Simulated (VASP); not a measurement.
# In3As (Pm) in VASP: single point with PBE+D3(BJ)

Aim: the single point of In3As with PBE+D3(BJ).

All numbers are computed with VASP 6.6.1; they aren't measurements. Logs are shortened: lines on timing, memory, paths and dates and some standing lists are left out, and cuts for length are marked.

## (1) The cell of the first run

Symmetry: Pm, No. 6, monoclinic system. Conventional cell: a = 4.602 Å, b = 4.602 Å, c = 4.602 Å, α = 90.00°, β = 90.00°, γ = 90.00°. Within 3.9 Å of In (site symmetry m) lie 8 In at 2.98 to 3.52 Å and 4 As at 3.13 to 3.40 Å. Within 3.9 Å of In (site symmetry m) lie 8 In at 2.98 to 3.52 Å and 4 As at 3.25 Å. Within 4.1 Å of In (site symmetry m) lie 8 In at 3.13 to 3.40 Å and 4 As at 3.25 Å. Within 4.1 Å of As (site symmetry m) lie 12 In at 3.13 to 3.40 Å.

## (2) Single point, PBE+D3(BJ) (atom 1 (In) moved -0.270 Å towards its neighbour atom 2 (In) at 3.254 Å)

Contents of INCAR:

```
SYSTEM = In3As
PREC = Accurate ; ENCUT = 520
EDIFF = 1E-6 ; ISMEAR = 0
SIGMA = 0.15 ; LREAL = .False.
LASPH = .True. ; NELM = 80
ALGO = Fast ; ISIF = 2
LWAVE = .False. ; LCHARG = .False.
GGA = PE ; IVDW = 12
NBANDS = 30
```

Contents of KPOINTS:

```
regular mesh
0
Gamma
  10 10 10
  0 0 0
```

Contents of POSCAR:

```
In3As
1.0
    4.6021353856      0.0000000000      0.0000000000
    0.0000000000      4.6021353856      0.0000000000
    0.0000000000      0.0000000000      4.6021353856
In As
3 1
Direct
    0.0414848358      0.5414848358      0.5000000000
    0.5000000000      0.0000000000      0.5000000000
    0.5000000000      0.5000000000      0.0000000000
    0.0000000000      0.0000000000      0.0000000000
```

Potentials or basis: VASP PAW PBE potentials, release 64 (In_d, As).

Command:

```console
$ cat potpaw_PBE.64/In_d/POTCAR potpaw_PBE.64/As/POTCAR > POTCAR
$ mpirun -np 1 vasp_std > vasp.out
```

OUTCAR:

```text
SYSTEM = In3As
   PREC = Accurate
   ENCUT = 520
   EDIFF = 1E-6
   ISMEAR = 0
   LREAL = .False.
   LASPH = .True.
   NELM = 80
   ISIF = 2
   GGA = PE
   IVDW = 12
 IVDW          = 12

 ion  position               nearest neighbor table
   1  0.041  0.541  0.500-   2 2.98   3 3.13   4 3.13   3 3.13   4 3.13   2 3.27   2 3.27   4 3.40
                             4 3.40   3 3.40   3 3.40   2 3.52
   2  0.500  0.000  0.500-   1 2.98   3 3.25   4 3.25   3 3.25   4 3.25   3 3.25   3 3.25   4 3.25
                             4 3.25   1 3.27   1 3.27   1 3.52
   3  0.500  0.500  0.000-   1 3.13   1 3.13   4 3.25   2 3.25   2 3.25   2 3.25   4 3.25   2 3.25
                             4 3.25   4 3.25   1 3.40   1 3.40
   4  0.000  0.000  0.000-   1 3.13   1 3.13   3 3.25   2 3.25   2 3.25   3 3.25   2 3.25   3 3.25
                             2 3.25   3 3.25   1 3.40   1 3.40

  LATTYP: Found a simple cubic cell.
 ALAT       =     4.6021353856

  Lattice vectors:

 A1 = (   4.6021353856,   0.0000000000,   0.0000000000)
 A2 = (   0.0000000000,   4.6021353856,   0.0000000000)
 A3 = (   0.0000000000,   0.0000000000,   4.6021353856)

Analysis of symmetry for initial positions (statically):
=====================================================================
 Subroutine PRICEL returns:
 Original cell was already a primitive cell.

 Routine SETGRP: Setting up the symmetry group for a
 simple cubic supercell.

 Subroutine GETGRP returns: Found  2 space group operations
 (whereof  2 operations were pure point group operations)
 out of a pool of 48 trial point group operations.

The static configuration has the point symmetry C_1h.

Analysis of symmetry for dynamics (positions and initial velocities):
=====================================================================
 Subroutine PRICEL returns:
 Original cell was already a primitive cell.

 Routine SETGRP: Setting up the symmetry group for a
 simple cubic supercell.

 Subroutine GETGRP returns: Found  2 space group operations
 (whereof  2 operations were pure point group operations)
 out of a pool of 48 trial point group operations.

The dynamic configuration has the point symmetry C_1h.

 Subroutine INISYM returns: Found  2 space group operations
 (whereof  2 operations are pure point group operations),
 and found     1 'primitive' translations

----------------------------------------------------------------------------------------

                                     Primitive cell

  volume of cell :      97.4716

  direct lattice vectors                    reciprocal lattice vectors
     4.602135386  0.000000000  0.000000000     0.217290435  0.000000000  0.000000000
     0.000000000  4.602135386  0.000000000     0.000000000  0.217290435  0.000000000
     0.000000000  0.000000000  4.602135386     0.000000000  0.000000000  0.217290435

  length of vectors
     4.602135386  4.602135386  4.602135386     0.217290435  0.217290435  0.217290435

  position of ions in fractional coordinates (direct lattice)
     0.041484836  0.541484836  0.500000000
     0.500000000  0.000000000  0.500000000
     0.500000000  0.500000000  0.000000000
     0.000000000  0.000000000  0.000000000

  ion indices of the primitive-cell ions
   primitive index   ion index
                 1           1
                 2           2
                 3           3
                 4           4

----------------------------------------------------------------------------------------

 KPOINTS: regular mesh

Automatic generation of k-mesh.
 Grid dimensions read from file:
 generate k-points for:   10   10   10

 Generating k-lattice:

  Cartesian coordinates                     Fractional coordinates (reciprocal lattice)
     0.021729044  0.000000000  0.000000000     0.100000000  0.000000000  0.000000000
     0.000000000  0.021729044  0.000000000     0.000000000  0.100000000  0.000000000
     0.000000000  0.000000000  0.021729044     0.000000000  0.000000000  0.100000000

  Length of vectors
     0.021729044  0.021729044  0.021729044

  Shift w.r.t. Gamma in fractional coordinates (k-lattice)
     0.000000000  0.000000000  0.000000000

 Subroutine IBZKPT returns following result:
 ===========================================

 Found    312 irreducible k-points:

 Following reciprocal coordinates:
            Coordinates               Weight
  0.000000  0.000000  0.000000      1.000000
  0.100000  0.000000  0.000000      2.000000
  0.000000  0.100000  0.000000      2.000000
  0.000000  0.000000  0.100000      2.000000
  0.200000  0.000000  0.000000      2.000000
  0.000000  0.200000  0.000000      2.000000
[... 16 lines left out ...]
  0.100000  0.000000  0.200000      4.000000
 -0.100000  0.200000  0.000000      2.000000
 [... further k-points ...]
   k-points           NKPTS =    312   k-points in BZ     NKDIM =    312   number of bands    NBANDS=     30
   number of dos      NEDOS =    301   number of ions     NIONS =      4
   total plane-waves  NPLWV =  46656
   dimension x,y,z NGX =    36 NGY =   36 NGZ =   36
   dimension x,y,z NGXF=    72 NGYF=   72 NGZF=   72
   ions per type =               3   1
   NGX,Y,Z   is equivalent  to a cutoff of  13.00, 13.00, 13.00 a.u.
   NGXF,Y,Z  is equivalent  to a cutoff of  26.01, 26.01, 26.01 a.u.
 SYSTEM =  In3As
   PREC   = accura    normal or accurate (medium, high low for compatibility)
   ISTART =      0    job   : 0-new  1-cont  2-samecut
   ICHARG =      2    charge: 1-file 2-atom 10-const
   ISPIN  =      1    spin polarized calculation?
   LNONCOLLINEAR =      F non collinear calculations
   LSORBIT =      F    spin-orbit coupling
   LASPH  =      T    aspherical Exc in radial PAW
   ENCUT  =  520.0 eV  38.22 Ry    6.18 a.u.   8.56  8.56  8.56*2*pi/ulx,y,z
   NELM   =     80;   NELMIN=  2; NELMDL= -5     # of ELM steps
   EDIFF  = 0.1E-05   stopping-criterion for ELM
   LREAL  =      F    real-space projection
   EDIFFG = 0.1E-04   stopping-criterion for IOM
   NSW    =      0    number of steps for IOM
   IBRION =     -1    ionic relax: 0-MD 1-quasi-New 2-CG
   NFREE  =      0    steps in history (QN), initial steepest desc. (CG)
   ISIF   =      2    stress and relaxation
   ISYM   =      2    0-nonsym 1-usesym 2-fastsym
   POTIM  = 0.5000    time-step for ionic-motion
   TEBEG  =    0.0;   TEEND  =   0.0 temperature during run
   PSTRESS=    0.0 pullay stress
   NELECT =      44.0000    total number of electrons
   NUPDOWN=      -1.0000    fix difference up-down
   EMIN   =  10.00;   EMAX   =-10.00  energy-range for DOS
   EFERMI =   0.00;   METHOD = LEGACY
   ISMEAR =     0;   SIGMA  =   0.15  broadening in eV -4-tet -1-fermi 0-gaus
   EFERMI_NEDOS =   21; number of points for ismear=-14 and -15
   IALGO  =     68    algorithm
   IMIX   =      4    mixing-type and parameters
     AMIX     =   0.40;   BMIX     =  1.00
     AMIX_MAG =   1.60;   BMIX_MAG =  1.00
  volume/ion in A,a.u.               =      24.37       164.44
  Fermi-wavevector in a.u.,A,eV,Ry     =   1.255836  2.373186 21.458083  1.577125
  Thomas-Fermi vector in A             =   2.389574
   LORBIT       =      0    0 simple, 1 ext, 2 COOP (PROOUT), +10 PAW based schemes
   GGA     = PE    functional components
   LHFCALC =     F    Hartree Fock is set to
   AEXX    =    0.0000 exact exchange contribution
   IVDW    =    12    specifies the selected vdW correction
   LEPSILON=     F    determine dielectric tensor
   LRPA    =     F    only Hartree local field effects (RPA)
 non-spin polarized calculation
 RMM-DIIS sequential band-by-band and
 Gauss-broadening in eV      SIGMA  =   0.15
  energy-cutoff  :      520.00
  volume of cell :       97.47
 maximum number of plane-waves:      2642
 NGX is ok and might be reduce to    36
   NGX = 17   NGY = 17   NGZ = 17

 number of electron      43.9999963 magnetization

 Free energy of the ion-electron system (eV)
  ---------------------------------------------------
  ext. energy  EPLUGINS =         0.00000000
  ---------------------------------------------------
  free energy    TOTEN  =       -11.92737093 eV

  energy without entropy =      -11.90231764  energy(sigma->0) =      -11.91484429

 E-fermi :   7.1577     XC(G=0): -10.3463

 val. band max:        7.1570303601   @ k =   0.2000   0.0000   0.0000
 cond. band min:       7.1677024752   @ k =  -0.1000   0.5000   0.0000
 fundamental gap:      0.0106721151
 Fermi energy:         7.1577216883

 k-point     1 :       0.0000    0.0000    0.0000
  band No.  band energies     occupation
      1      -7.6745      2.00000
      2      -7.6565      2.00000
      3      -7.6509      2.00000
      4      -7.6239      2.00000
      5      -7.4657      2.00000
      6      -7.4417      2.00000
[... 22 lines left out ...]
     29      13.2186      0.00000
     30      14.4557      0.00000

 k-point     2 :       0.1000    0.0000    0.0000
  band No.  band energies     occupation
      1      -7.6666      2.00000
      2      -7.6473      2.00000
      3      -7.6426      2.00000
      4      -7.6143      2.00000
      5      -7.4596      2.00000
      6      -7.4383      2.00000
[... 22 lines left out ...]
     29      13.5177      0.00000
     30      14.5212      0.00000

 k-point     3 :       0.0000    0.1000    0.0000
  band No.  band energies     occupation
      1      -7.6651      2.00000
      2      -7.6453      2.00000
      3      -7.6436      2.00000
      4      -7.6149      2.00000
      5      -7.4607      2.00000
      6      -7.4362      2.00000
[... 22 lines left out ...]
     29      13.5084      0.00000
     30      14.4924      0.00000

 k-point     4 :       0.0000    0.0000    0.1000
  band No.  band energies     occupation
      1      -7.6711      2.00000
      2      -7.6487      2.00000
      3      -7.6389      2.00000
      4      -7.6105      2.00000
      5      -7.4636      2.00000
      6      -7.4333      2.00000
[... 22 lines left out ...]
     29      13.5132      0.00000
     30      14.4634      0.00000

 k-point     5 :       0.2000    0.0000    0.0000
  band No.  band energies     occupation
      1      -7.6407      2.00000
      2      -7.6394      2.00000
      3      -7.6068      2.00000
      4      -7.5845      2.00000
      5      -7.4470      2.00000
      6      -7.4247      2.00000
[... 22 lines left out ...]
     29      14.1038      0.00000
     30      14.6291      0.00000
[... 526 lines left out ...]
     29      14.3716      0.00000
     30      14.9677      0.00000

 k-point    22 :       0.0000    0.2000    0.1000
  band No.  band energies     occupation
      1      -7.6399      2.00000
      2      -7.6175      2.00000
      3      -7.6040      2.00000
      4      -7.5720      2.00000
      5      -7.4463      2.00000
      6      -7.4104      2.00000
[... 22 lines left out ...]
     29      14.2798      0.00000
     30      14.8788      0.00000

 k-point    23 :       0.1000    0.0000    0.2000
  band No.  band energies     occupation
      1      -7.6550      2.00000
      2      -7.6153      2.00000
      3      -7.6003      2.00000
      4      -7.5645      2.00000
      5      -7.4516      2.00000
      6      -7.4059      2.00000
[... 22 lines left out ...]
     29      14.2692      0.00000
     30      14.9055      0.00000

 k-point    24 :      -0.1000    0.2000    0.0000
  band No.  band energies     occupation
      1      -7.6427      2.00000
      2      -7.6290      2.00000
      3      -7.5918      2.00000
      4      -7.5763      2.00000
      5      -7.4386      2.00000
      6      -7.4149      2.00000
[... 22 lines left out ...]
     29      14.2196      0.00000
     30      14.9444      0.00000

 [... further k-points ...]

------------------------ aborting loop because EDIFF is reached ----------------------------------------

 Edisp (eV)   -1.45992

 E8    (eV) :    -0.7007

  FORCE on cell =-STRESS in cart. coord.  units (eV):
  Direction    XX          YY          ZZ          XY          YZ          ZX
  --------------------------------------------------------------------------------------
  -------------------------------------------------------------------------------------
  Total       0.36509     0.36595     0.19144     0.24149     0.00000     0.00000
  in kB       6.00116     6.01524     3.14673     3.96946     0.00000     0.00000
  external pressure =        5.05 kB  Pullay stress =        0.00 kB

 VOLUME and BASIS-vectors are now :
 -----------------------------------------------------------------------------
  energy-cutoff  :      520.00
  volume of cell :       97.47
      direct lattice vectors                 reciprocal lattice vectors
     4.602135386  0.000000000  0.000000000     0.217290435  0.000000000  0.000000000
     0.000000000  4.602135386  0.000000000     0.000000000  0.217290435  0.000000000
     0.000000000  0.000000000  4.602135386     0.000000000  0.000000000  0.217290435

 POSITION                                       TOTAL-FORCE (eV/Angst)
 -----------------------------------------------------------------------------------
      0.19092      2.49199      2.30107        -0.588080     -0.328183      0.000000
      2.30107      0.00000      2.30107         0.426006      0.424613      0.000000
      2.30107      2.30107      0.00000         0.366581     -0.163951      0.000000
      0.00000      0.00000      0.00000        -0.204507      0.067520      0.000000
 -----------------------------------------------------------------------------------
    total drift:                                0.000013      0.000095     -0.000000

  FREE ENERGIE OF THE ION-ELECTRON SYSTEM (eV)
  ---------------------------------------------------
  free  energy   TOTEN  =       -13.3872938416 eV

  energy  without entropy=      -13.3622405534  energy(sigma->0) =      -13.37476720
```

Run time: 22 min. Hardware: 1 thread of Intel Xeon 8259CL, shared host; peak memory 0.79 GiB.

Results:

* Free energy: -13.3873 eV
* Pressure: 0.5 GPa
* Largest force: 0.673 eV/Å
* Band gap on the k mesh: zero (bands 22 and 23 overlap by 3.80 eV)
* Dispersion energy per atom: -0.365 eV

Forces in eV/Å, atoms in the order of the input:
```
In  -0.588 -0.328  0.000
In   0.426  0.425  0.000
In   0.367 -0.164  0.000
As  -0.205  0.068  0.000
```

Stress tensor (GPa, compression positive):
```
0.60 0.40 0.00
0.40 0.60 0.00
0.00 0.00 0.31
```

Levels at points of the mesh, in eV from the Fermi level:
```csv
k point,band 19,band 20,band 21,band 22,band 23,band 24,band 25,band 26
"(0.00, 0.00, 0.00)",-3.09,-3.03,-1.87,-1.72,2.07,2.10,2.18,4.60
"(0.50, 0.00, 0.00)",-1.75,-1.69,-1.09,-0.25,-0.15,0.05,1.32,4.87
"(0.00, 0.50, 0.00)",-1.79,-1.77,-1.04,-0.33,-0.08,0.25,1.41,4.64
"(0.00, 0.00, 0.50)",-1.77,-1.71,-1.05,-0.43,-0.14,0.28,1.45,4.78
"(0.50, 0.50, 0.00)",-5.71,-0.92,-0.51,0.48,0.58,1.66,1.88,1.91
"(0.00, 0.50, 0.50)",-5.72,-0.86,-0.45,0.48,0.53,1.48,1.88,1.88
"(0.50, 0.00, 0.50)",-5.77,-0.94,-0.30,0.48,0.51,1.64,1.90,1.91
"(0.50, 0.50, 0.50)",-4.27,-4.21,-4.04,-3.96,-3.25,4.87,4.89,4.94
```

Caveat: the cell differs from its parent crystal (atom 1 (In) moved -0.270 Å towards its neighbour atom 2 (In) at 3.254 Å); spin-orbit coupling is left out, which moves the levels of the heavy elements.
